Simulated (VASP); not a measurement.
# As (R-3m) in VASP: a series of runs, part 2 of 2

VASP 6.6.1. Earlier steps stand in the parts before.

## (4) Single point, PBEsol

This run uses another cell than the first one, of 21.53 Å³/atom.

Contents of INCAR:

```
  PREC = Accurate
  ENCUT = 510
  EDIFF = 1E-6
  ISMEAR = -1
  SIGMA = 0.05
  LREAL = False
  LASPH = True
  NELM = 120
  ALGO = Normal
  ISIF = 2
  LWAVE = False
  LCHARG = False
  GGA = PS
  NBANDS = 22
  GGA_COMPAT = False
```

Contents of KPOINTS:

```
regular mesh
0
Gamma
  7 7 7
```

Contents of POSCAR:

```
As
1.0
    1.8807968987      1.0858785957      3.5140619945
   -1.8807968987      1.0858785957      3.5140619945
    0.0000000000     -2.1717571915      3.5140619945
As
2
Direct
    0.2260000000      0.2260000000      0.2260000000
    0.7740000000      0.7740000000      0.7740000000
```

Launch:

```console
$ cat potpaw_PBE.64/As_d/POTCAR > POTCAR
$ mpirun -np 1 vasp_std > vasp.out
```

It took 30 s on 1 thread of Intel Xeon Platinum 8488C (Sapphire Rapids), shared host; peak memory 0.17 GiB.

Results (log left out):

- Free energy: -10.2561 eV
- Pressure: 0.4 GPa
- Largest force: 0.342 eV/Å
- Band gap on the k mesh: zero (bands 15 and 16 overlap by 0.03 eV)

Forces in eV/Å, atoms in the order of the input:
```
As   0.000  0.000  0.342
As   0.000  0.000 -0.342
```

Stress tensor (GPa, compression positive):
```
 0.69  0.00  0.00
 0.00  0.69  0.00
 0.00  0.00 -0.24
```

Levels at points of the mesh, in eV from the Fermi level:
```
           k point  band 12  band 13  band 14  band 15  band 16  band 17  band 18  band 19
(0.00, 0.00, 0.00)    -5.79    -2.48    -2.02    -2.02     1.59     2.91     2.91     6.89
```

Caveat: the PAW data sets were made with another functional, which shifts forces and pressure a little.

## (5) Single point, LDA

This run uses another cell than the first one, of 22.82 Å³/atom.

Contents of INCAR:

```
SYSTEM = As
ALGO     = Normal         ! electronic algorithm
EDIFF    = 1E-6           ! SCF threshold, eV
ENCUT    = 510            ! plane-wave cutoff, eV
GGA      = CA             ! functional
GGA_COMPAT= .False.      
ISIF     = 2              ! what is computed and relaxed
ISMEAR   = -1             ! smearing method
LASPH    = .True.         ! aspherical terms in the spheres
LCHARG   = .False.        ! write CHGCAR
LREAL    = .False.        ! projectors in reciprocal space
LWAVE    = .False.        ! write WAVECAR
NBANDS   = 22             ! bands
NELM     = 120            ! most SCF steps
PREC     = Accurate       ! precision mode
SIGMA    = 0.05           ! smearing width, eV
```

Contents of KPOINTS:

```
k-points
0
Gamma
  9 9 9
  0 0 0
```

Contents of POSCAR:

```
As
1.0
    1.9176846343      1.1071757398      3.5829826684
   -1.9176846343      1.1071757398      3.5829826684
    0.0000000000     -2.2143514796      3.5829826684
As
2
Direct
    0.2260000000      0.2260000000      0.2260000000
    0.7740000000      0.7740000000      0.7740000000
```

Potentials or basis: VASP PAW LDA potentials, release 64 (As_d).

Launch:

```console
$ cat potpaw_LDA.64/As_d/POTCAR > POTCAR
$ mpirun -np 1 vasp_std > vasp.out
```

OUTCAR:

```text
SYSTEM = As
   EDIFF = 1E-6
   ENCUT = 510
   GGA = CA
   ISIF = 2
   ISMEAR = -1
   LASPH = .True.
   LREAL = .False.
   NELM = 120
   PREC = Accurate

 ion  position               nearest neighbor table
   1  0.226  0.226  0.226-   2 2.56   2 2.56   2 2.56
   2  0.774  0.774  0.774-   1 2.56   1 2.56   1 2.56

  LATTYP: Found a trigonal (rhomboedric) cell.
 ALAT       =     4.2120205695
 COS(alpha) =     0.5854247172

  Lattice vectors:

 A1 = (   1.9176846343,   1.1071757398,   3.5829826684)
 A2 = (  -1.9176846343,   1.1071757398,   3.5829826684)
 A3 = (   0.0000000000,  -2.2143514796,   3.5829826684)

Analysis of symmetry for initial positions (statically):
=====================================================================
 Subroutine PRICEL returns:
 Original cell was already a primitive cell.

 Routine SETGRP: Setting up the symmetry group for a
 trigonal (rhombohedral) supercell.

 Subroutine GETGRP returns: Found 12 space group operations
 (whereof 12 operations were pure point group operations)
 out of a pool of 12 trial point group operations.

[... 156 lines left out ...]
  ---------------------------------------------------
  free energy    TOTEN  =       -10.71463073 eV

  energy without entropy =      -10.71316197  energy(sigma->0) =      -10.71389635

 E-fermi :   3.1009     XC(G=0): -10.6966

 val. band max:        3.0468652150   @ k =   0.4444  -0.0000  -0.0000
 cond. band min:       3.1317091797   @ k =   0.4444   0.3333   0.3333
 fundamental gap:      0.0848439647
 Fermi energy:         3.1008911914

 k-point     1 :       0.0000    0.0000    0.0000
  band No.  band energies     occupation
      1     -33.1231      2.00000
      2     -33.1231      2.00000
      3     -33.0846      2.00000
      4     -33.0846      2.00000
      5     -33.0543      2.00000
      6     -33.0261      2.00000
[... 589 lines left out ...]
     21      14.2010      0.00000
     22      15.5175      0.00000

 [... further k-points ...]

------------------------ aborting loop because EDIFF is reached ----------------------------------------

  FORCE on cell =-STRESS in cart. coord.  units (eV):
  Direction    XX          YY          ZZ          XY          YZ          ZX
  --------------------------------------------------------------------------------------
  -------------------------------------------------------------------------------------
  Total       -1.4843139     -1.4843139     -1.2365220      0.0000000      0.0000000      0.0000000
  in kB      -52.1010678    -52.1010678    -43.4032964      0.0000000      0.0000000      0.0000000
  external PRESSURE =     -49.2018107 kB  Pullay stress =       0.0000000 kB

 VOLUME and BASIS-vectors are now :
 -----------------------------------------------------------------------------
  energy-cutoff  :      510.00
  volume of cell :       45.64
      direct lattice vectors                 reciprocal lattice vectors
     1.917684634  1.107175740  3.582982668     0.260731087  0.150533164  0.093032360
    -1.917684634  1.107175740  3.582982668    -0.260731087  0.150533164  0.093032360
     0.000000000 -2.214351480  3.582982668     0.000000000 -0.301066327  0.093032360

 POSITION                                       TOTAL-FORCE (eV/Angst)
 -----------------------------------------------------------------------------------
      0.00000      0.00000      2.42926         0.000000     -0.000000     -0.066304
      0.00000      0.00000      8.31969         0.000000      0.000000      0.066304
 -----------------------------------------------------------------------------------
    total drift:                               -0.000000     -0.000000      0.000000

  FREE ENERGIE OF THE ION-ELECTRON SYSTEM (eV)
  ---------------------------------------------------
  free  energy   TOTEN  =       -10.7146307293 eV

  energy  without entropy=      -10.7131619738  energy(sigma->0) =      -10.71389635
```

Wall time 30 s (1 thread of Intel Xeon Platinum 8488C (Sapphire Rapids), shared host); peak memory 0.19 GiB.

What came out:

| Property | Result |
| --- | --- |
| Free energy | -10.7146 eV |
| Pressure | -4.9 GPa |
| Largest force | 0.066 eV/Å |
| Band gap on the k mesh | zero (bands 15 and 16 overlap by 0.08 eV) |

Forces on the atoms (eV/Å):
```
As   0.000  0.000 -0.066
As   0.000  0.000  0.066
```

Caveat: the cell stands under tension.

## (6) Single point, PBEsol

This run uses another cell than the first one, of 22.40 Å³/atom.

Contents of INCAR:

```
ALGO = Normal
EDIFF = 1E-6
ENCUT = 510
GGA = PS
GGA_COMPAT = False
ISIF = 2
ISMEAR = -1
LASPH = True
LCHARG = False
LREAL = False
LWAVE = False
NBANDS = 22
NELM = 120
PREC = Accurate
SIGMA = 0.05
```

Contents of KPOINTS:

```
k-points
0
Gamma
  7 7 7
```

Contents of POSCAR:

```
As
1.0
    1.9184128367      1.1075961676      3.5140619945
   -1.9184128367      1.1075961676      3.5140619945
    0.0000000000     -2.2151923353      3.5140619945
As
2
Direct
    0.2260000000      0.2260000000      0.2260000000
    0.7740000000      0.7740000000      0.7740000000
```

Potentials or basis: VASP PAW PBE potentials, release 64 (As_d).

Launch:

```console
$ cat potpaw_PBE.64/As_d/POTCAR > POTCAR
$ mpirun -np 1 vasp_std > vasp.out
```

OUTCAR:

```text
EDIFF = 1E-6
   ENCUT = 510
   GGA = PS
   ISIF = 2
   ISMEAR = -1
   LASPH = True
   LREAL = False
   NELM = 120
   PREC = Accurate

 ion  position               nearest neighbor table
   1  0.226  0.226  0.226-   2 2.54   2 2.54   2 2.54
   2  0.774  0.774  0.774-   1 2.54   1 2.54   1 2.54

  LATTYP: Found a trigonal (rhomboedric) cell.
 ALAT       =     4.1539991314
 COS(alpha) =     0.5734388129

  Lattice vectors:

[... 785 lines left out ...]

------------------------ aborting loop because EDIFF is reached ----------------------------------------

  FORCE on cell =-STRESS in cart. coord.  units (eV):
  Direction    XX          YY          ZZ          XY          YZ          ZX
  --------------------------------------------------------------------------------------
  -------------------------------------------------------------------------------------
  Total       -0.9009050     -0.9009050     -0.6554352      0.0000000      0.0000000      0.0000000
  in kB      -32.2185061    -32.2185061    -23.4399206      0.0000000      0.0000000      0.0000000
  external PRESSURE =     -29.2923110 kB  Pullay stress =       0.0000000 kB

 VOLUME and BASIS-vectors are now :
 -----------------------------------------------------------------------------
  energy-cutoff  :      510.00
  volume of cell :       44.80
      direct lattice vectors                 reciprocal lattice vectors
     1.918412837  1.107596168  3.514061995     0.260632118  0.150476023  0.094856987
    -1.918412837  1.107596168  3.514061995    -0.260632118  0.150476023  0.094856987
     0.000000000 -2.215192335  3.514061995     0.000000000 -0.300952046  0.094856987

 POSITION                                       TOTAL-FORCE (eV/Angst)
 -----------------------------------------------------------------------------------
      0.00000     -0.00000      2.38253         0.000000     -0.000000      0.143222
      0.00000     -0.00000      8.15965         0.000000      0.000000     -0.143222
 -----------------------------------------------------------------------------------
    total drift:                               -0.000000     -0.000000      0.000000

  FREE ENERGIE OF THE ION-ELECTRON SYSTEM (eV)
  ---------------------------------------------------
  free  energy   TOTEN  =       -10.2413537898 eV

  energy  without entropy=      -10.2391732917  energy(sigma->0) =      -10.24026354
```

OSZICAR:

```text
N       E                     dE             d eps       ncg     rms          rms(c)
DAV:   1     0.201715576450E+03    0.20172E+03   -0.13302E+04  2520   0.654E+03
DAV:   2     0.196245573577E+02   -0.18209E+03   -0.17387E+03  1990   0.899E+02
DAV:   3    -0.879266267079E+01   -0.28417E+02   -0.27831E+02  2152   0.150E+02
DAV:   4    -0.102510387584E+02   -0.14584E+01   -0.14553E+01  2254   0.396E+01
DAV:   5    -0.102798684169E+02   -0.28830E-01   -0.28829E-01  2206   0.685E+00    0.369E+00
DAV:   6    -0.102540515980E+02    0.25817E-01   -0.11573E-02  2400   0.126E+00    0.214E+00
DAV:   7    -0.102412294689E+02    0.12822E-01   -0.13640E-02  2458   0.134E+00    0.911E-02
DAV:   8    -0.102413429741E+02   -0.11351E-03   -0.12949E-03  2260   0.528E-01    0.287E-02
DAV:   9    -0.102413525698E+02   -0.95957E-05   -0.34956E-05  2188   0.635E-02    0.874E-03
DAV:  10    -0.102413536381E+02   -0.10682E-05   -0.49857E-06  2614   0.383E-02    0.232E-03
DAV:  11    -0.102413537898E+02   -0.15177E-06   -0.46219E-07  1430   0.139E-02
   1 F= -.10241354E+02 E0= -.10240264E+02  d E =-.218050E-02
```

Wall time 16 s (1 thread of Intel Xeon Platinum 8488C (Sapphire Rapids), shared host); peak memory 0.18 GiB.

What came out:

| Quantity | Value |
| --- | --- |
| Free energy | -10.2414 eV |
| Pressure | -2.9 GPa |
| Largest force | 0.143 eV/Å |

Forces in eV/Å, atoms in the order of the input:
```
As   0.000  0.000  0.143
As   0.000  0.000 -0.143
```

Levels at points of the mesh, in eV from the Fermi level:
| k point | band 13 | band 14 | band 15 | band 16 | band 17 | band 18 |
| --- | --- | --- | --- | --- | --- | --- |
| (0.00, 0.00, 0.00) | -2.14 | -1.95 | -1.95 | 1.65 | 2.91 | 2.91 |

Caveat: the PAW data sets were made with another functional, which shifts forces and pressure a little.

## (7) Summary

```tsv
level	potentials or basis	cell	k mesh	gap on the mesh (eV)	pressure (GPa)	largest force (eV/Å)
PBEsol	VASP PAW PBE potentials, release 64 (As_d)	a = 3.777 Å, angles 58.3°, 2 atoms, atomic positions A	9 × 9 × 9	none	10.3	-
PBE	VASP PAW PBE potentials, release 64 (As_d)	a = 4.108 Å, angles 53.3°, 2 atoms, atomic positions B	7 × 7 × 7	none	7.7	0.65
PBEsol	VASP PAW PBE potentials, release 64 (As_d)	a = 4.131 Å, angles 54.2°, 2 atoms, atomic positions B	7 × 7 × 7	none	0.4	0.34
LDA	VASP PAW LDA potentials, release 64 (As_d)	a = 4.212 Å, angles 54.2°, 2 atoms, atomic positions B	9 × 9 × 9	none	-4.9	0.07
PBEsol	VASP PAW PBE potentials, release 64 (As_d)	a = 4.154 Å, angles 55.0°, 2 atoms, atomic positions B	7 × 7 × 7	-	-2.9	0.14
```

Alike in all rows: task single point; no spin polarisation; cutoff (eV) 510; smearing fermi-dirac 0.05 eV.

Caveats: the PAW data sets were made with another functional, which shifts forces and pressure a little (at least some runs); the cell stands under pressure (at least some runs); the cell stands under tension (at least some runs).

Absolute energies hang on the potentials; compare differences alone.

The gap in the log of VASP goes by the Fermi energy; the results here count the filled bands.